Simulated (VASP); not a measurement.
Set up this calculation in VASP 6.6.1, as the native input.

```yaml
Task: single point
Functional: r2SCAN
Potentials_or_basis: VASP PAW PBE potentials, release 64 (Cu, N)
Cutoff: 520 eV
k_mesh: 11 × 11 × 11
Occupations: fermi-dirac, width 0.08 eV
Spin: no spin polarisation
Dipole_correction: no
Further_INCAR_settings: ALGO = Normal; EDIFF = 1e-06; NBANDS = 27
```

Crystal: Cu3N.

```
CELL_PARAMETERS angstrom
3.81471 0.00000 0.00000
0.00000 3.81471 0.00000
0.00000 0.00000 3.81471
ATOMIC_POSITIONS crystal
Cu 0.00000 0.00000 0.50000
Cu 0.00000 0.50000 0.00000
Cu 0.50000 0.00000 0.00000
N 0.00000 0.00000 0.00000
```

These files were run (other wordings do the same):

POSCAR

```
Cu3N
1.0
    3.8147060000      0.0000000000      0.0000000000
    0.0000000000      3.8147060000      0.0000000000
    0.0000000000      0.0000000000      3.8147060000
Cu N
3 1
Direct
    0.0000000000      0.0000000000      0.5000000000
    0.0000000000      0.5000000000      0.0000000000
    0.5000000000      0.0000000000      0.0000000000
    0.0000000000      0.0000000000      0.0000000000
```

INCAR.step1

```
PREC = Accurate
ENCUT = 520
ISMEAR = -5
SIGMA = 0.08
LREAL = False
LASPH = True
NELM = 100
LMAXMIX = 4
NBANDS = 27
GGA = PE
ALGO = Normal
EDIFF = 1E-4
LWAVE = True
LCHARG = False
```

INCAR.step2

```
PREC = Accurate
ENCUT = 520
EDIFF = 1E-6
ISMEAR = -1
SIGMA = 0.08
LREAL = False
LASPH = True
NELM = 100
ALGO = Normal
ISIF = 2
LWAVE = False
LCHARG = False
LMAXMIX = 4
METAGGA = R2SCAN
LMIXTAU = True
LORBIT = 11
NBANDS = 27
ISTART = 1
```

KPOINTS

```
regular mesh
0
Gamma
  11 11 11
```

Potentials or basis: VASP PAW PBE potentials, release 64 (Cu, N).

The run is started by

```bash
$ cat potpaw_PBE.64/Cu/POTCAR potpaw_PBE.64/N/POTCAR > POTCAR
$ cp INCAR.step1 INCAR
$ mpirun -np 1 vasp_std > vasp.out
$ cp INCAR.step2 INCAR
$ mpirun -np 1 vasp_std > vasp.out
```

It gave:

| Quantity | Value |
| --- | --- |
| Pressure | -1.9 GPa |
| Band gap on the k mesh | 0.69 eV (least direct gap 1.18 eV) |
| Valence electrons inside the program's atomic spheres | Cu 10.07; N 3.76 |

Caveat: the PAW data sets were made with another functional, which shifts forces and pressure a little; an odd mesh through Γ misses points on the zone boundary, where band edges can lie.

Wall time 2.5 min on 1 thread of AMD EPYC 9R14 (Zen 4), on a shared host, peak memory 0.18 GiB.
